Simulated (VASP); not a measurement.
# Be2S (I4) in VASP: a series of runs

Runs on Be2S. Level: PBE. Tasks: single point, relaxation of cell and atoms.

All numbers are computed with VASP 6.6.1; they aren't measurements. Logs are shortened: lines on timing, memory, paths and dates and some standing lists are left out, and cuts for length are marked.

## (1) The cell of the first run

It takes space group I4 (No. 79, tetragonal). Conventional cell: a = 5.544 Å, b = 5.544 Å, c = 4.332 Å, α = 90.00°, β = 90.00°, γ = 90.00°. Within 2.7 Å of Be (site symmetry 1) lie 4 S at 1.94 to 2.63 Å and 4 Be at 2.38 to 2.50 Å. S (site symmetry 4) has 2 S at 1.99 to 2.34 Å and 8 Be at 2.13 to 2.45 Å within 2.6 Å. S (site symmetry 4) has 8 Be at 1.94 to 2.63 Å and 2 S at 1.99 to 2.34 Å within 2.7 Å.

## (2) Single point, PBE

Input file INCAR:

```
PREC     = Accurate       # precision mode
ENCUT    = 520            # plane-wave cutoff, eV
EDIFF    = 1E-7           # SCF threshold, eV
ISMEAR   = 0              # smearing method
SIGMA    = 0.1            # smearing width, eV
LREAL    = False          # projectors in reciprocal space
LASPH    = True           # aspherical terms in the spheres
NELM     = 80             # most SCF steps
ALGO     = Normal         # electronic algorithm
ISIF     = 2              # what is computed and relaxed
LWAVE    = False          # write WAVECAR
LCHARG   = False          # write CHGCAR
GGA      = PE             # functional
NBANDS   = 19             # bands
```

Input file KPOINTS:

```
Automatic mesh
0
Gamma
  6 6 6
```

Input file POSCAR:

```
Be2S
1.0
   -2.7720945000      2.7720945000      2.1659611600
    2.7720945000     -2.7720945000      2.1659611600
    2.7720945000      2.7720945000     -2.1659611600
Be S
4 2
Direct
    0.2875503300      0.1789958700      0.4372697800
    0.8502805400      0.2875503300      0.1085544500
    0.7417260900      0.8502805400      0.5627302200
    0.1789958700      0.7417260900      0.8914455500
    0.7405309900      0.7405309900      0.0000000000
    0.2009161900      0.2009161900      0.0000000000
```

Potentials or basis: VASP PAW PBE potentials, release 64 (Be, S).

Run with:

```sh
cat potpaw_PBE.64/Be/POTCAR potpaw_PBE.64/S/POTCAR > POTCAR
mpirun -np 1 vasp_std > vasp.out
```

OUTCAR:

```text
PREC = Accurate
   ENCUT = 520
   EDIFF = 1E-7
   ISMEAR = 0
   LREAL = False
   LASPH = True
   NELM = 80
   ISIF = 2
   GGA = PE

 ion  position               nearest neighbor table
   1  0.288  0.179  0.437-   6 1.94   5 2.13   3 2.38   3 2.38   5 2.45
   2  0.850  0.288  0.109-   6 1.94   5 2.13   4 2.38   4 2.38   5 2.45
   3  0.742  0.850  0.563-   6 1.94   5 2.13   1 2.38   1 2.38   5 2.45
   4  0.179  0.742  0.891-   6 1.94   5 2.13   2 2.38   2 2.38   5 2.45
   5  0.741  0.741  0.000-   6 1.99   4 2.13   3 2.13   1 2.13   2 2.13   6 2.34   2 2.45   1 2.45
                             4 2.45   3 2.45
   6  0.201  0.201  0.000-   1 1.94   3 1.94   4 1.94   2 1.94   5 1.99   5 2.34

  LATTYP: Found a body centered tetragonal cell.
 ALAT       =     5.5441890000
 C/A-ratio  =     0.7813446331

  Lattice vectors:

 A1 = (  -2.7720945000,   2.7720945000,   2.1659611600)
 A2 = (   2.7720945000,  -2.7720945000,   2.1659611600)
 A3 = (   2.7720945000,   2.7720945000,  -2.1659611600)

Analysis of symmetry for initial positions (statically):
=====================================================================
 Subroutine PRICEL returns:
 Original cell was already a primitive cell.

 Routine SETGRP: Setting up the symmetry group for a
 body centered tetragonal supercell.

 Subroutine GETGRP returns: Found  4 space group operations
 (whereof  4 operations were pure point group operations)
 out of a pool of 16 trial point group operations.

The static configuration has the point symmetry     .

Analysis of symmetry for dynamics (positions and initial velocities):
=====================================================================
 Subroutine PRICEL returns:
 Original cell was already a primitive cell.

 Routine SETGRP: Setting up the symmetry group for a
 body centered tetragonal supercell.

 Subroutine GETGRP returns: Found  4 space group operations
 (whereof  4 operations were pure point group operations)
 out of a pool of 16 trial point group operations.

The dynamic configuration has the point symmetry     .

 Subroutine INISYM returns: Found  4 space group operations
 (whereof  4 operations are pure point group operations),
 and found     1 'primitive' translations

----------------------------------------------------------------------------------------

                                     Primitive cell

  volume of cell :      66.5774

  direct lattice vectors                    reciprocal lattice vectors
    -2.772094500  2.772094500  2.165961160     0.000000000  0.180369031  0.230844398
     2.772094500 -2.772094500  2.165961160     0.180369031  0.000000000  0.230844398
     2.772094500  2.772094500 -2.165961160     0.180369031  0.180369031  0.000000000

  length of vectors
     4.478884189  4.478884189  4.478884189     0.292954132  0.292954132  0.255080330

  position of ions in fractional coordinates (direct lattice)
     0.287550330  0.178995870  0.437269780
     0.850280540  0.287550330  0.108554450
     0.741726090  0.850280540  0.562730220
     0.178995870  0.741726090  0.891445550
     0.740530990  0.740530990  0.000000000
     0.200916190  0.200916190  0.000000000

  ion indices of the primitive-cell ions
   primitive index   ion index
                 1           1
                 2           2
                 3           3
                 4           4
                 5           5
                 6           6

----------------------------------------------------------------------------------------

 KPOINTS: Automatic mesh

Automatic generation of k-mesh.
 Grid dimensions read from file:
 generate k-points for:    6    6    6

 Generating k-lattice:

  Cartesian coordinates                     Fractional coordinates (reciprocal lattice)
     0.000000000  0.030061505  0.038474066     0.166666667  0.000000000  0.000000000
     0.030061505  0.000000000  0.038474066     0.000000000  0.166666667  0.000000000
     0.030061505  0.030061505  0.000000000     0.000000000  0.000000000  0.166666667

  Length of vectors
     0.048825689  0.048825689  0.042513388

  Shift w.r.t. Gamma in fractional coordinates (k-lattice)
     0.000000000  0.000000000  0.000000000

 Subroutine IBZKPT returns following result:
 ===========================================

 Found     36 irreducible k-points:

 Following reciprocal coordinates:
            Coordinates               Weight
  0.000000  0.000000  0.000000      1.000000
  0.166667 -0.000000  0.000000      8.000000
  0.333333 -0.000000  0.000000      8.000000
  0.500000  0.000000  0.000000      4.000000
  0.166667  0.166667  0.000000      8.000000
  0.333333  0.166667  0.000000      8.000000
[... 16 lines left out ...]
 -0.333333  0.333333 -0.166667      4.000000
 -0.166667  0.333333  0.166667      8.000000
 [... further k-points ...]
   k-points           NKPTS =     36   k-points in BZ     NKDIM =     36   number of bands    NBANDS=     19
   number of dos      NEDOS =    301   number of ions     NIONS =      6
   total plane-waves  NPLWV =  46656
   dimension x,y,z NGX =    36 NGY =   36 NGZ =   36
   dimension x,y,z NGXF=    72 NGYF=   72 NGZF=   72
   ions per type =               4   2
   NGX,Y,Z   is equivalent  to a cutoff of  13.36, 13.36, 13.36 a.u.
   NGXF,Y,Z  is equivalent  to a cutoff of  26.72, 26.72, 26.72 a.u.
 SYSTEM =  unknown system
   PREC   = accura    normal or accurate (medium, high low for compatibility)
   ISTART =      0    job   : 0-new  1-cont  2-samecut
   ICHARG =      2    charge: 1-file 2-atom 10-const
   ISPIN  =      1    spin polarized calculation?
   LNONCOLLINEAR =      F non collinear calculations
   LSORBIT =      F    spin-orbit coupling
   LASPH  =      T    aspherical Exc in radial PAW
   ENCUT  =  520.0 eV  38.22 Ry    6.18 a.u.   8.33  8.33  8.33*2*pi/ulx,y,z
   NELM   =     80;   NELMIN=  2; NELMDL= -5     # of ELM steps
   EDIFF  = 0.1E-06   stopping-criterion for ELM
   LREAL  =      F    real-space projection
   EDIFFG = 0.1E-05   stopping-criterion for IOM
   NSW    =      0    number of steps for IOM
   IBRION =     -1    ionic relax: 0-MD 1-quasi-New 2-CG
   NFREE  =      0    steps in history (QN), initial steepest desc. (CG)
   ISIF   =      2    stress and relaxation
   ISYM   =      2    0-nonsym 1-usesym 2-fastsym
   POTIM  = 0.5000    time-step for ionic-motion
   TEBEG  =    0.0;   TEEND  =   0.0 temperature during run
   PSTRESS=    0.0 pullay stress
   NELECT =      20.0000    total number of electrons
   NUPDOWN=      -1.0000    fix difference up-down
   EMIN   =  10.00;   EMAX   =-10.00  energy-range for DOS
   EFERMI =   0.00;   METHOD = LEGACY
   ISMEAR =     0;   SIGMA  =   0.10  broadening in eV -4-tet -1-fermi 0-gaus
   EFERMI_NEDOS =   21; number of points for ismear=-14 and -15
   IALGO  =     38    algorithm
   IMIX   =      4    mixing-type and parameters
     AMIX     =   0.40;   BMIX     =  1.00
     AMIX_MAG =   1.60;   BMIX_MAG =  1.00
  volume/ion in A,a.u.               =      11.10        74.88
  Fermi-wavevector in a.u.,A,eV,Ry     =   1.096417  2.071928 16.355987  1.202131
  Thomas-Fermi vector in A             =   2.232759
   LORBIT       =      0    0 simple, 1 ext, 2 COOP (PROOUT), +10 PAW based schemes
   GGA     = PE    functional components
   LHFCALC =     F    Hartree Fock is set to
   AEXX    =    0.0000 exact exchange contribution
   IVDW    =     0    specifies the selected vdW correction
   LEPSILON=     F    determine dielectric tensor
   LRPA    =     F    only Hartree local field effects (RPA)
 non-spin polarized calculation
 Gauss-broadening in eV      SIGMA  =   0.10
  energy-cutoff  :      520.00
  volume of cell :       66.58
 maximum number of plane-waves:      1812
 NGX is ok and might be reduce to    36
   NGX = 17   NGY = 17   NGZ = 17

 number of electron      20.0000002 magnetization

 Free energy of the ion-electron system (eV)
  ---------------------------------------------------
  ext. energy  EPLUGINS =         0.00000000
  ---------------------------------------------------
  free energy    TOTEN  =       -15.58864218 eV

  energy without entropy =      -15.56870180  energy(sigma->0) =      -15.57867199

 E-fermi :   8.0329     XC(G=0): -10.4716

 val. band max:        8.0322563853   @ k =  -0.3333   0.5000   0.3333
 cond. band min:       8.0876136970   @ k =  -0.3333   0.3333   0.1667
 fundamental gap:      0.0553573117
 Fermi energy:         8.0329421258

 k-point     1 :       0.0000    0.0000    0.0000
  band No.  band energies     occupation
      1     -12.0465      2.00000
      2      -4.2690      2.00000
      3      -3.1593      2.00000
      4      -1.3174      2.00000
      5      -1.3174      2.00000
      6       2.3582      2.00000
[... 11 lines left out ...]
     18      13.6318      0.00000
     19      15.4715      0.00000

 k-point     2 :       0.1667   -0.0000    0.0000
  band No.  band energies     occupation
      1     -11.8872      2.00000
      2      -5.8421      2.00000
      3      -1.4337      2.00000
      4      -1.2932      2.00000
      5      -1.1656      2.00000
      6       1.8736      2.00000
[... 11 lines left out ...]
     18      14.1381      0.00000
     19      14.4726      0.00000

 k-point     3 :       0.3333   -0.0000    0.0000
  band No.  band energies     occupation
      1     -11.4893      2.00000
      2      -7.3741      2.00000
      3      -1.3236      2.00000
      4      -1.1905      2.00000
      5       0.6289      2.00000
      6       1.1062      2.00000
[... 11 lines left out ...]
     18      13.3955      0.00000
     19      15.6769      0.00000

 k-point     4 :       0.5000    0.0000    0.0000
  band No.  band energies     occupation
      1     -11.2192      2.00000
      2      -8.0303      2.00000
      3      -1.2392      2.00000
      4      -1.1057      2.00000
      5       0.3335      2.00000
      6       0.7429      2.00000
[... 407 lines left out ...]
     18      13.9527      0.00000
     19      14.4004      0.00000

 k-point    23 :      -0.3333    0.3333   -0.1667
  band No.  band energies     occupation
      1     -11.9128      2.00000
      2      -4.6596      2.00000
      3      -3.1583      2.00000
      4      -2.4999      2.00000
      5      -1.5353      2.00000
      6       2.5783      2.00000
[... 11 lines left out ...]
     18      13.8666      0.00000
     19      14.2608      0.00000

 k-point    24 :      -0.1667    0.3333    0.1667
  band No.  band energies     occupation
      1     -11.7780      2.00000
      2      -6.0275      2.00000
      3      -2.0582      2.00000
      4      -1.8242      2.00000
      5      -1.3010      2.00000
      6       2.3833      2.00000
[... 11 lines left out ...]
     18      13.5809      0.00000
     19      14.8100      0.00000

 [... further k-points ...]

------------------------ aborting loop because EDIFF is reached ----------------------------------------

  FORCE on cell =-STRESS in cart. coord.  units (eV):
  Direction    XX          YY          ZZ          XY          YZ          ZX
  --------------------------------------------------------------------------------------
  -------------------------------------------------------------------------------------
  Total        7.0047942      7.0047942     13.4690070     -0.0000010      0.0000000     -0.0000000
  in kB      168.5695943    168.5695943    324.1301583     -0.0000238      0.0000000     -0.0000000
  external PRESSURE =     220.4231156 kB  Pullay stress =       0.0000000 kB

 VOLUME and BASIS-vectors are now :
 -----------------------------------------------------------------------------
  energy-cutoff  :      520.00
  volume of cell :       66.58
      direct lattice vectors                 reciprocal lattice vectors
    -2.772094500  2.772094500  2.165961160     0.000000000  0.180369031  0.230844398
     2.772094500 -2.772094500  2.165961160     0.180369031  0.000000000  0.230844398
     2.772094500  2.772094500 -2.165961160     0.180369031  0.180369031  0.000000000

 POSITION                                       TOTAL-FORCE (eV/Angst)
 -----------------------------------------------------------------------------------
      0.91123      1.51308      0.06341         0.307251      1.626610     -0.265701
     -1.25902      1.86086      2.22937         1.626610     -0.307251     -0.265701
      1.86086      1.25902      2.22937        -0.307251     -1.626610     -0.265701
      4.03111      0.91123      0.06341        -1.626610      0.307251     -0.265701
      0.00000      0.00000      3.20792         0.000000     -0.000000     -5.343008
      0.00000      0.00000      0.87035        -0.000000     -0.000000      6.405813
 -----------------------------------------------------------------------------------
    total drift:                                0.000004     -0.000002     -0.000045

  FREE ENERGIE OF THE ION-ELECTRON SYSTEM (eV)
  ---------------------------------------------------
  free  energy   TOTEN  =       -15.5886421787 eV

  energy  without entropy=      -15.5687018042  energy(sigma->0) =      -15.57867199
```

Run time: 22 s. Hardware: 1 thread of Intel Xeon 6975P-C (Granite Rapids), shared host; peak memory 0.2 GiB.

Results:

```
Free energy            : -15.5886 eV
Pressure               : 22.0 GPa
Largest force          : 6.406 eV/Å
Band gap on the k mesh : zero (bands 10 and 11 overlap by 1.12 eV)
```

Forces in eV/Å, atoms in the order of the input:
```
Be   0.307  1.627 -0.266
Be   1.627 -0.307 -0.266
Be  -0.307 -1.627 -0.266
Be  -1.627  0.307 -0.266
S    0.000  0.000 -5.343
S    0.000  0.000  6.406
```

Stress tensor (GPa, compression positive):
```
16.86  0.00  0.00
 0.00 16.86  0.00
 0.00  0.00 32.41
```

Levels at points of the mesh, in eV from the Fermi level:
| k point | band 6 | band 7 | band 8 | band 9 | band 10 | band 11 | band 12 | band 13 | band 14 | band 15 |
| --- | --- | --- | --- | --- | --- | --- | --- | --- | --- | --- |
| (0.00, 0.00, 0.00) | -5.67 | -5.67 | -4.62 | -2.95 | -0.16 | -0.16 | 1.73 | 2.64 | 3.86 | 4.06 |
| (0.50, 0.00, 0.00) | -7.29 | -4.41 | -2.54 | -1.48 | -1.29 | 0.12 | 0.98 | 1.31 | 1.91 | 5.25 |
| (0.50, 0.50, 0.00) | -6.00 | -3.37 | -2.76 | -1.64 | -0.93 | -0.39 | 1.00 | 1.22 | 3.59 | 5.23 |
| (0.50, 0.50, 0.50) | -5.06 | -3.52 | -3.52 | -0.19 | -0.19 | 0.54 | 0.94 | 2.70 | 3.57 | 4.61 |

Caveat: the cell stands under pressure; forces of over 1 eV/Å act on the atoms, so gaps and moduli don't describe the material at rest.

## (3) Relaxation of cell and atoms, PBE

Input file INCAR:

```
PREC = Accurate
ENCUT = 600
EDIFF = 1E-7
ISMEAR = 0
SIGMA = 0.1
LREAL = F
LASPH = T
NELM = 80
ALGO = Normal
ISIF = 3
LWAVE = F
LCHARG = F
GGA = PE
IBRION = 2
NSW = 90
EDIFFG = -0.04
```

KPOINTS is that of step 2.

POSCAR is that of step 2.

Potentials or basis: VASP PAW PBE potentials, release 64 (Be, S).

Run with:

```sh
cat potpaw_PBE.64/Be/POTCAR potpaw_PBE.64/S/POTCAR > POTCAR
mpirun -np 1 vasp_std > vasp.out
```

It took 6.4 min on 1 thread of Intel Xeon 6975P-C (Granite Rapids), shared host; peak memory 0.22 GiB.

The run converged. Its results:

| Property | Result |
| --- | --- |
| Free energy | -23.1784 eV |
| Relaxed volume | 14.11 Å³/atom |
| Relaxed cell | a = 5.187 Å, b = 5.187 Å, c = 5.187 Å, α = 127.77°, β = 127.77°, γ = 76.99° |
| Space group after relaxing (to 0.1 Å) | I4cm (No. 108) |
| Energy gained by relaxing | 1264.7 meV/atom |
| Ionic steps | 27 |
| Pressure after relaxing | -0.2 GPa |
| Largest force after relaxing | 0.016 eV/Å |
| Band gap on the k mesh | zero (bands 10 and 11 overlap by 1.02 eV) |

Forces on the atoms (eV/Å):
```
Be  -0.008  0.015  0.000
Be   0.015  0.008  0.000
Be   0.008 -0.015  0.000
Be  -0.015 -0.008  0.000
S    0.000  0.000  0.012
S    0.000  0.000 -0.012
```

The path:
| step | energy change (eV) | largest force (eV/Å) | pressure (GPa) | volume (Å³) |
| --- | --- | --- | --- | --- |
| 1 | 0.0000 | 6.4055 | 22.06 | 66.58 |
| 2 | -1.0947 | 5.2382 | -1.11 | 82.35 |
| 3 | -1.6538 | 2.1777 | 4.47 | 75.57 |
| 4 | -2.5143 | 1.1972 | -5.84 | 83.32 |
| 5 | -3.0962 | 1.4291 | -8.42 | 88.20 |
| 6 | -3.9560 | 1.5722 | -13.72 | 97.73 |
| 7 | -5.0764 | 1.4011 | -14.03 | 95.01 |
| 8 | -6.0041 | 1.4848 | -12.54 | 90.75 |
| 9 | -6.0968 | 2.3959 | -2.76 | 79.86 |
| 10 | -6.3903 | 1.6906 | -10.16 | 87.15 |
| 11 | -6.4473 | 1.7951 | -9.19 | 85.83 |
| 12 | -6.9217 | 1.0654 | -4.39 | 80.01 |
| 13 | -7.1097 | 1.1002 | 2.75 | 74.18 |
| 14 | -7.2801 | 0.6992 | 2.77 | 74.04 |
| 15 | -7.3662 | 0.2306 | 3.61 | 73.85 |
| 16 | -7.4201 | 0.2665 | 0.58 | 76.42 |
| 17 | -7.4261 | 0.4560 | -0.86 | 77.75 |
| 18 | -7.4688 | 0.4428 | -0.83 | 78.62 |
| 19 | -7.5610 | 0.2939 | -0.34 | 81.15 |
| 20 | -7.4864 | 0.8668 | 2.25 | 85.92 |
| 21 | -7.5809 | 0.1431 | 0.46 | 82.65 |
| 22 | -7.5838 | 0.1453 | -0.35 | 84.04 |
| 23 | -7.5849 | 0.0916 | -0.08 | 83.56 |
| 24 | -7.5863 | 0.0645 | 0.23 | 83.65 |
| 25 | -7.5863 | 0.0690 | 0.28 | 83.67 |
| 26 | -7.5873 | 0.0529 | 0.14 | 83.94 |
| 27 | -7.5883 | 0.0164 | -0.21 | 84.65 |

Final structure:
```yaml
crystal:
  lattice:
    - [-2.28318, 2.28318, 4.05974]
    - [2.28318, -2.28318, 4.05974]
    - [2.28318, 2.28318, -4.05974]
  atoms:
    - { symbol: Be, position: [0.34120, 0.22240, 0.49963] }
    - { symbol: Be, position: [0.84156, 0.34120, 0.11880] }
    - { symbol: Be, position: [0.72277, 0.84156, 0.50037] }
    - { symbol: Be, position: [0.22240, 0.72277, 0.88120] }
    - { symbol: S, position: [0.68565, 0.68565, 0.00000] }
    - { symbol: S, position: [0.18641, 0.18641, 0.00000] }
```

Levels at points of the mesh, in eV from the Fermi level:
```csv
k point,band 7,band 8,band 9,band 10,band 11,band 12,band 13,band 14
"(0.00, 0.00, 0.00)",-3.77,-3.77,-3.62,-3.12,0.25,0.25,1.75,2.11
"(0.50, 0.00, 0.00)",-5.45,-5.44,-1.23,-1.23,1.20,1.20,3.08,3.09
"(0.50, 0.50, 0.00)",-2.99,-2.95,-2.76,-0.82,-0.55,3.00,3.19,4.18
"(0.50, 0.50, 0.50)",-3.55,-3.50,-3.50,0.47,2.06,2.44,2.44,2.64
```

Caveat: the volume moved by over 15 % at a fixed basis, so the end points are rough.
